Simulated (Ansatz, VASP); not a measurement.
## Two plane-wave programs on SnO

File INCAR:

```
SYSTEM = SnO
PREC = Accurate
ENCUT = 520
EDIFF = 1E-7
ISMEAR = 0
SIGMA = 0.15
LREAL = .False.
LASPH = .True.
NELM = 80
ALGO = Normal
ISIF = 2
LWAVE = .False.
LCHARG = .False.
GGA = PE
IVDW = 12
NBANDS = 28
```

Contents of KPOINTS:

```
Automatic mesh
0
Gamma
  14 14 12
  0 0 0
```

File POSCAR:

```
SnO
1.0
    3.4836217635      0.0000000000      0.0000000000
    0.0000000000      3.4836217635      0.0000000000
    0.0000000000      0.0000000000      5.7603454242
Sn O
2 2
Direct
    0.0000000000      0.5000000000      0.2385000000
    0.5000000000      0.0000000000      0.7615000000
    0.0000000000      0.0000000000      0.0000000000
    0.5000000000      0.5000000000      0.0000000000
```

Input for Ansatz:

```yaml
crystal:
  lattice:
    - [3.4836217635, 0.0, 0.0]
    - [0.0, 3.4836217635, 0.0]
    - [0.0, 0.0, 5.7603454242]
  atoms:
    - { symbol: Sn, position: [0.0, 0.5, 0.2385] }
    - { symbol: Sn, position: [0.5, 0.0, 0.7615] }
    - { symbol: O, position: [0.0, 0.0, 0.0] }
    - { symbol: O, position: [0.5, 0.5, 0.0] }
basis:
  ecutwfc: 650.0
kpoints:
  mp_grid: { grid: [14, 14, 12] }
hamiltonian:
  xc: pbe
  dispersion: d3bj
scf:
  occupations: { method: gaussian, width: 0.15 }
output:
  forces: true
  stress: true
  eigenvalues: true
```

Alike in both runs: task single point; functional PBE; dispersion D3(BJ); k mesh 14 × 14 × 12; occupations gaussian, width 0.15 eV; no spin polarisation.

```csv
,VASP,Ansatz
version,VASP 6.6.1,Ansatz 0.2.0
potentials or method,"VASP PAW PBE potentials, release 64 (Sn_d, O), cutoff 520 eV","scalar-relativistic, plane waves, PAW"
valence electrons in the cell,40,40
```

Ansatz gave:

- gap on the k mesh at the Fermi level (eV): 0.19
- least direct gap on the mesh (eV): 0.84
- pressure (GPa): 4.9
- traceless stress, the component that is largest in VASP (GPa): -18.90
- rms of the force components (eV/Å): 0.837

Estimate VASP's values.

gap on the k mesh at the Fermi level (eV): 0.19; least direct gap on the mesh (eV): 0.84; pressure (GPa): 5.2; traceless stress, the component that is largest in VASP (GPa): -18.83; rms of the force components (eV/Å): 0.805.

Atom by atom the forces differ by 0.032 eV/Å (rms over components).
